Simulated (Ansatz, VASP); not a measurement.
# MnO: VASP beside Ansatz

The input INCAR:

```
SYSTEM = MnO
  ALGO = Normal
  EDIFF = 1E-7
  EDIFFG = -0.01
  ENCUT = 600
  GGA = VW
  IBRION = 2
  ISIF = 3
  ISMEAR = -1
  ISPIN = 2
  LASPH = .True.
  LCHARG = .False.
  LMAXMIX = 4
  LORBIT = 11
  LREAL = .False.
  LWAVE = .False.
  MAGMOM = 4 0
  NELM = 150
  NSW = 60
  PREC = Accurate
  SIGMA = 0.05
```

Contents of KPOINTS:

```
k-points
0
Gamma
  10 10 10
  0 0 0
```

File POSCAR:

```
MnO
1.0
    0.0000000000      2.2239077028      2.2239077028
    2.2239077028      0.0000000000      2.2239077028
    2.2239077028      2.2239077028      0.0000000000
Mn O
1 1
Direct
    0.0000000000      0.0000000000      0.0000000000
    0.5000000000      0.5000000000      0.5000000000
```

File input.yaml:

```yaml
crystal:
  lattice:
    - [0.0, 2.2239077028, 2.2239077028]
    - [2.2239077028, 0.0, 2.2239077028]
    - [2.2239077028, 2.2239077028, 0.0]
  atoms:
    - { symbol: Mn, position: [0.0, 0.0, 0.0], spin: 4.0 }
    - { symbol: O, position: [0.5, 0.5, 0.5] }
hamiltonian:
  xc: { exchange: slater, correlation: vwn5 }
  pseudopotentials: { kind: paw }
magnetization:
  spin_polarized: true
kpoints:
  mp_grid: { grid: [10, 10, 10] }
scf:
  occupations: { method: fermi_dirac, width: 0.05 }
output:
  forces: true
  stress: true
relax:
  f_tol: 0.01
  max_steps: 40
  cell: { stress_tol: 0.05 }
```

Alike in both runs: task relaxation of cell and atoms; functional SVWN5; k mesh 10 × 10 × 10; occupations fermi-dirac, width 0.05 eV; collinear spin.

|  | VASP | Ansatz |
| --- | --- | --- |
| version | VASP 6.6.1 | Ansatz 0.2.0 |
| potentials or method | VASP PAW PBE potentials, release 64 (Mn_pv, O) | Ansatz PAW |
| plane-wave cutoff (eV) | 600 | 420 |
| valence electrons in the cell | 19 | 21 |

```tsv
	VASP	Ansatz	Ansatz less VASP
net moment per atom (μB)	1.76	2.06	+0.309
size of the moment on the site where the two differ most (μB)	3.28	3.48	+0.203
relaxed volume (Å³/atom)	8.98	9.44	+0.458
relaxed cell length with the largest relative difference (Å)	2.940	2.989	+0.0491
```

The net moments are unlike, so the other rows may belong to different states. VASP's potentials were made for PBE, not for SVWN5. Site moments also hang on the region over which each program counts them. VASP's potentials hold 19 valence electrons a cell and Ansatz's 21, so a difference there can come from the potentials and not from the codes.

Noted on VASP's run: the volume moved by over 15 % at a fixed basis, so the end points are rough. Noted on Ansatz's run: the plane-wave basis is chosen anew once the cell has moved, so the energies of steps on either side of that aren't comparable.
